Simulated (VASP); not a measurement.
# Al2Cu (P4mm) in VASP: a series of runs

Al2Cu is run at these levels: PBEsol; tasks: single point.

Everything below comes from runs of VASP 6.6.1. Logs are shortened: lines on timing, memory, paths and dates and some standing lists are left out, and cuts for length are marked.

## 1. The cell of the first run

It takes space group P4mm (No. 99, tetragonal). Conventional cell: a = 5.727 Å, b = 5.727 Å, c = 5.726 Å, α = 90.00°, β = 90.00°, γ = 90.00°. Within 3.3 Å of Al (site symmetry m) lie 4 Cu at 2.48 to 2.70 Å and 6 Al at 2.86 Å. Al (site symmetry m) has 4 Cu at 2.29 to 2.48 Å and 6 Al at 2.86 Å within 3.0 Å. Cu (site symmetry 4mm) has 8 Al at 2.29 to 2.70 Å within 3.0 Å. Within 3.3 Å of Cu (site symmetry 2mm) lie 8 Al at 2.48 Å. Cu (site symmetry 4mm) has 8 Al at 2.48 Å within 3.3 Å.

## 2. Single point, PBEsol (atom 9 (Cu) moved -0.360 Å along Cartesian [0 0 1])

Input file INCAR:

```
PREC     = Accurate       # precision mode
ENCUT    = 520            # plane-wave cutoff, eV
EDIFF    = 1E-6           # SCF threshold, eV
ISMEAR   = 0              # smearing method
SIGMA    = 0.15           # smearing width, eV
LREAL    = False          # projectors in reciprocal space
LASPH    = True           # aspherical terms in the spheres
NELM     = 100            # most SCF steps
ALGO     = Fast           # electronic algorithm
ISIF     = 2              # what is computed and relaxed
LWAVE    = False          # write WAVECAR
LCHARG   = True           # write CHGCAR
GGA      = PS             # functional
LELF     = True           # ELF
LVHAR    = True         
NBANDS   = 46             # bands
```

Input file KPOINTS:

```
Automatic mesh
0
Gamma
  8 8 8
```

Input file POSCAR:

```
Al2Cu
1.0
    0.0000000000      0.0000000000      5.7260273110
   -4.0492631027      4.0492631027      0.0000000000
   -4.0492631027     -4.0492631027      0.0000000000
Al Cu
8 4
Direct
    0.2500000000      0.7500000000      0.2500000000
    0.7500000000      0.2500000000      0.2500000000
    0.2500000000      0.2500000000      0.7500000000
    0.7500000000      0.7500000000      0.7500000000
    0.2500000000      0.2500000000      0.2500000000
    0.7500000000      0.7500000000      0.2500000000
    0.2500000000      0.7500000000      0.7500000000
    0.7500000000      0.2500000000      0.7500000000
   -0.0628708143      0.5000000000      0.0000000000
    0.5000000000      0.0000000000      0.0000000000
    0.0000000000      0.0000000000      0.5000000000
    0.5000000000      0.5000000000      0.5000000000
```

Potentials or basis: VASP PAW PBE potentials, release 64 (Al, Cu).

Started as:

```console
> cat potpaw_PBE.64/Al/POTCAR potpaw_PBE.64/Cu/POTCAR > POTCAR
> mpirun -np 1 vasp_std > vasp.out
```

OUTCAR:

```text
PREC = Accurate
   ENCUT = 520
   EDIFF = 1E-6
   ISMEAR = 0
   LREAL = False
   LASPH = True
   NELM = 100
   ISIF = 2
   GGA = PS

 ion  position               nearest neighbor table
   1  0.250  0.750  0.250-  10 2.48  11 2.48  12 2.48   9 2.70   6 2.86   6 2.86   7 2.86   7 2.86
                             5 2.86   5 2.86
   2  0.750  0.250  0.250-   9 2.29  10 2.48  11 2.48  12 2.48   5 2.86   5 2.86   8 2.86   8 2.86
                             6 2.86   6 2.86
   3  0.250  0.250  0.750-  10 2.48  11 2.48  12 2.48   9 2.70   8 2.86   8 2.86   5 2.86   5 2.86
                             7 2.86   7 2.86
   4  0.750  0.750  0.750-   9 2.29  10 2.48  11 2.48  12 2.48   7 2.86   7 2.86   8 2.86   6 2.86
                             8 2.86   6 2.86
   5  0.250  0.250  0.250-  10 2.48  11 2.48  12 2.48   9 2.70   2 2.86   2 2.86   3 2.86   3 2.86
                             1 2.86   1 2.86
   6  0.750  0.750  0.250-   9 2.29  10 2.48  11 2.48  12 2.48   1 2.86   1 2.86   4 2.86   4 2.86
                             2 2.86   2 2.86
   7  0.250  0.750  0.750-  10 2.48  11 2.48  12 2.48   9 2.70   4 2.86   4 2.86   1 2.86   1 2.86
                             3 2.86   3 2.86
   8  0.750  0.250  0.750-   9 2.29  10 2.48  11 2.48  12 2.48   3 2.86   3 2.86   4 2.86   2 2.86
                             4 2.86   2 2.86
   9  0.937  0.500  0.000-   2 2.29   4 2.29   6 2.29   8 2.29   5 2.70   3 2.70   7 2.70   1 2.70

  10  0.500  0.000  0.000-   1 2.48   2 2.48   3 2.48   4 2.48   5 2.48   6 2.48   7 2.48   8 2.48

  11  0.000  0.000  0.500-   1 2.48   2 2.48   3 2.48   4 2.48   5 2.48   6 2.48   7 2.48   8 2.48

  12  0.500  0.500  0.500-   1 2.48   2 2.48   3 2.48   4 2.48   5 2.48   6 2.48   7 2.48   8 2.48

  LATTYP: Found a simple tetragonal cell.
 ALAT       =     5.7265227975
 C/A-ratio  =     0.9999134752

  Lattice vectors:

 A1 = (  -4.0492631027,   4.0492631027,   0.0000000000)
 A2 = (  -4.0492631027,  -4.0492631027,   0.0000000000)
 A3 = (   0.0000000000,   0.0000000000,   5.7260273110)

Analysis of symmetry for initial positions (statically):
=====================================================================
 Subroutine PRICEL returns:
 Original cell was already a primitive cell.

 Routine SETGRP: Setting up the symmetry group for a
 simple tetragonal supercell.

 Subroutine GETGRP returns: Found  8 space group operations
 (whereof  4 operations were pure point group operations)
 out of a pool of 16 trial point group operations.
[... 148 lines left out ...]
   NELECT =      68.0000    total number of electrons
   NUPDOWN=      -1.0000    fix difference up-down
   EMIN   =  10.00;   EMAX   =-10.00  energy-range for DOS
   EFERMI =   0.00;   METHOD = LEGACY
   ISMEAR =     0;   SIGMA  =   0.15  broadening in eV -4-tet -1-fermi 0-gaus
   EFERMI_NEDOS =   21; number of points for ismear=-14 and -15
   IALGO  =     68    algorithm
   IMIX   =      4    mixing-type and parameters
     AMIX     =   0.40;   BMIX     =  1.00
     AMIX_MAG =   1.60;   BMIX_MAG =  1.00
  volume/ion in A,a.u.               =      15.65       105.60
  Fermi-wavevector in a.u.,A,eV,Ry     =   1.166897  2.205116 18.526366  1.361650
  Thomas-Fermi vector in A             =   2.303405
   LORBIT       =      0    0 simple, 1 ext, 2 COOP (PROOUT), +10 PAW based schemes
   GGA     = PS    functional components
   LHFCALC =     F    Hartree Fock is set to
   AEXX    =    0.0000 exact exchange contribution
   IVDW    =     0    specifies the selected vdW correction
   LEPSILON=     F    determine dielectric tensor
   LRPA    =     F    only Hartree local field effects (RPA)
 non-spin polarized calculation
 RMM-DIIS sequential band-by-band and
 Gauss-broadening in eV      SIGMA  =   0.15
  energy-cutoff  :      520.00
  volume of cell :      187.77
 maximum number of plane-waves:      5078
 NGX is ok and might be reduce to    48
   NGX = 21   NGY = 21   NGZ = 21

 number of electron      67.9999960 magnetization

 Free energy of the ion-electron system (eV)
  ---------------------------------------------------
  ext. energy  EPLUGINS =         0.00000000
  ---------------------------------------------------
  free energy    TOTEN  =       -51.53783628 eV

  energy without entropy =      -51.51246653  energy(sigma->0) =      -51.52515140

 E-fermi :   7.1142     XC(G=0): -10.6319

 val. band max:        7.1114802961   @ k =   0.1250   0.5000   0.0000
 cond. band min:       7.1406873629   @ k =   0.5000   0.5000   0.3750
 fundamental gap:      0.0292070669
 Fermi energy:         7.1141841828

 k-point     1 :       0.0000    0.0000    0.0000
  band No.  band energies     occupation
      1      -3.2074      2.00000
      2       0.8197      2.00000
      3       0.9106      2.00000
      4       0.9106      2.00000
      5       1.1642      2.00000
      6       1.1956      2.00000
[... 1165 lines left out ...]
     45      12.0618      0.00000
     46      12.1333      0.00000

 [... further k-points ...]

------------------------ aborting loop because EDIFF is reached ----------------------------------------

  FORCE on cell =-STRESS in cart. coord.  units (eV):
  Direction    XX          YY          ZZ          XY          YZ          ZX
  --------------------------------------------------------------------------------------
  -------------------------------------------------------------------------------------
  Total        2.2401005      2.2401005      0.5575335      0.0000000      0.0000000      0.0000000
  in kB       19.1136083     19.1136083      4.7571422      0.0000000      0.0000000      0.0000000
  external PRESSURE =      14.3281196 kB  Pullay stress =       0.0000000 kB

 VOLUME and BASIS-vectors are now :
 -----------------------------------------------------------------------------
  energy-cutoff  :      520.00
  volume of cell :      187.77
      direct lattice vectors                 reciprocal lattice vectors
     0.000000000  0.000000000  5.726027311     0.000000000  0.000000000  0.174641151
    -4.049263103  4.049263103  0.000000000    -0.123479257  0.123479257  0.000000000
    -4.049263103 -4.049263103  0.000000000    -0.123479257 -0.123479257  0.000000000

 POSITION                                       TOTAL-FORCE (eV/Angst)
 -----------------------------------------------------------------------------------
     -4.04926      2.02463      1.43151         0.208240      0.000000     -0.246297
     -2.02463      0.00000      4.29452        -0.000000     -0.726204     -0.413881
     -4.04926     -2.02463      1.43151        -0.208240      0.000000     -0.246297
     -6.07389      0.00000      4.29452        -0.000000      0.726204     -0.413881
     -2.02463      0.00000      1.43151        -0.000000      0.208240     -0.246297
     -4.04926      2.02463      4.29452        -0.726204      0.000000     -0.413881
     -6.07389      0.00000      1.43151        -0.000000     -0.208240     -0.246297
     -4.04926     -2.02463      4.29452         0.726204      0.000000     -0.413881
     -2.02463      2.02463      5.36603        -0.000000      0.000000      3.046626
      0.00000      0.00000      2.86301        -0.000000      0.000000     -0.218598
     -2.02463     -2.02463      0.00000        -0.000000      0.000000      0.031283
     -4.04926      0.00000      2.86301        -0.000000      0.000000     -0.218598
 -----------------------------------------------------------------------------------
    total drift:                                0.000001      0.000001      0.000306

  FREE ENERGIE OF THE ION-ELECTRON SYSTEM (eV)
  ---------------------------------------------------
  free  energy   TOTEN  =       -51.5378362767 eV

  energy  without entropy=      -51.5124665275  energy(sigma->0) =      -51.52515140
```

OSZICAR:

```text
N       E                     dE             d eps       ncg     rms          rms(c)
DAV:   1     0.465631724508E+03    0.46563E+03   -0.26654E+04  6900   0.164E+03
DAV:   2    -0.160847526010E+02   -0.48172E+03   -0.46350E+03  6906   0.352E+02
DAV:   3    -0.599837200189E+02   -0.43899E+02   -0.41063E+02  8328   0.136E+02
[... 13 lines left out ...]
RMM:  17    -0.515378372714E+02   -0.14741E-05   -0.16287E-04  9350   0.843E-02    0.174E-02
RMM:  18    -0.515378393257E+02   -0.20543E-05   -0.32178E-05  9242   0.295E-02    0.156E-02
RMM:  19    -0.515378412418E+02   -0.19161E-05   -0.92819E-06  7750   0.162E-02    0.118E-02
RMM:  20    -0.515378363343E+02    0.49075E-05   -0.10309E-05  7969   0.241E-02    0.391E-03
RMM:  21    -0.515378362767E+02    0.57589E-07   -0.29040E-06  5469   0.113E-02
   1 F= -.51537836E+02 E0= -.51525151E+02  d E =-.253697E-01
```

Run time: 19 min. Hardware: 1 thread of Oxide Virtual Turin-like, shared host; peak memory 0.61 GiB.

What came out:

```yaml
Free_energy: -51.5378 eV
Pressure: 1.4 GPa
Largest_force: 3.047 eV/Å
Band_gap_on_the_k_mesh: zero (bands 34 and 35 overlap by 1.60 eV)
```

Forces on the atoms (eV/Å):
```
Al   0.208  0.000 -0.246
Al   0.000 -0.726 -0.414
Al  -0.208  0.000 -0.246
Al   0.000  0.726 -0.414
Al   0.000  0.208 -0.246
Al  -0.726  0.000 -0.414
Al   0.000 -0.208 -0.246
Al   0.726  0.000 -0.414
Cu   0.000  0.000  3.047
Cu   0.000  0.000 -0.219
Cu   0.000  0.000  0.031
Cu   0.000  0.000 -0.219
```

Stress tensor (GPa, compression positive):
```
1.91 0.00 0.00
0.00 1.91 0.00
0.00 0.00 0.48
```

Levels at points of the mesh, in eV from the Fermi level:
```tsv
k point	band 31	band 32	band 33	band 34	band 35	band 36	band 37	band 38
(0.00, 0.00, 0.00)	-1.97	-1.97	-1.97	0.30	0.30	0.36	1.39	1.46
(0.50, 0.00, 0.00)	-0.64	-0.64	-0.55	-0.48	-0.48	-0.38	0.96	1.14
(0.00, 0.50, 0.00)	-0.63	-0.60	-0.58	-0.54	-0.43	-0.38	0.98	1.08
(0.50, 0.50, 0.00)	-2.66	-2.61	0.15	0.34	0.37	0.56	2.34	2.37
(0.00, 0.50, 0.50)	-2.65	-2.63	0.34	0.34	0.34	0.35	2.36	2.42
(0.50, 0.50, 0.50)	0.60	0.61	0.63	0.64	0.64	0.70	2.80	2.87
```

Caveat: the cell differs from its parent crystal (atom 9 (Cu) moved -0.360 Å along Cartesian [0 0 1]); the PAW data sets were made with another functional, which shifts forces and pressure a little.

## 3. Single point, PBEsol (atom 9 (Cu) moved +0.240 Å along Cartesian [0 0 1])

Input file INCAR:

```
  PREC = Accurate
  ENCUT = 520
  EDIFF = 1E-7
  ISMEAR = 0
  SIGMA = 0.15
  LREAL = F
  LASPH = T
  NELM = 100
  ALGO = Fast
  ISIF = 2
  LWAVE = F
  LCHARG = F
  GGA = PS
  NBANDS = 46
```

Input file KPOINTS:

```
regular mesh
0
Gamma
  8 8 8
```

Changes to POSCAR since step 2:

```diff
@@ -16,3 +16,3 @@
     0.7500000000      0.2500000000      0.7500000000
-   -0.0628708143      0.5000000000      0.0000000000
+    0.0419138762      0.5000000000      0.0000000000
     0.5000000000      0.0000000000      0.0000000000
```

Potentials or basis: VASP PAW PBE potentials, release 64 (Al, Cu).

Started as:

```console
> cat potpaw_PBE.64/Al/POTCAR potpaw_PBE.64/Cu/POTCAR > POTCAR
> mpirun -np 1 vasp_std > vasp.out
```

Run time: 25 min. Hardware: 1 thread of Oxide Virtual Turin-like, shared host; peak memory 0.61 GiB.

It converged, with:

* Free energy: -51.8458 eV
* Pressure: 0.8 GPa
* Largest force: 2.074 eV/Å
* Band gap on the k mesh: zero (bands 34 and 35 overlap by 1.66 eV)

Forces on the atoms (eV/Å):
```
Al  -0.409  0.000  0.265
Al   0.000  0.177  0.185
Al   0.409  0.000  0.265
Al   0.000 -0.177  0.185
Al   0.000 -0.409  0.265
Al   0.177  0.000  0.185
Al   0.000  0.409  0.265
Al  -0.177  0.000  0.185
Cu   0.000  0.000 -2.074
Cu   0.000  0.000  0.148
Cu   0.000  0.000 -0.022
Cu   0.000  0.000  0.148
```

Stress tensor (GPa, compression positive):
```
0.99 0.00 0.00
0.00 0.99 0.00
0.00 0.00 0.37
```

Levels at points of the mesh, in eV from the Fermi level:
```
           k point  band 32  band 33  band 34  band 35  band 36  band 37
(0.00, 0.00, 0.00)    -1.99    -1.98     0.35     0.35     0.38     1.44
(0.50, 0.00, 0.00)    -0.60    -0.54    -0.50    -0.50    -0.42     1.00
(0.00, 0.50, 0.00)    -0.58    -0.56    -0.54    -0.46    -0.43     1.03
(0.50, 0.50, 0.00)    -2.64     0.22     0.34     0.36     0.49     2.39
(0.00, 0.50, 0.50)    -2.66     0.34     0.35     0.35     0.35     2.40
(0.50, 0.50, 0.50)     0.61     0.62     0.63     0.63     0.65     2.88
```

Caveat: the cell differs from its parent crystal (atom 9 (Cu) moved +0.240 Å along Cartesian [0 0 1]); the PAW data sets were made with another functional, which shifts forces and pressure a little.

The gap in the log of VASP goes by the Fermi energy; the results here count the filled bands.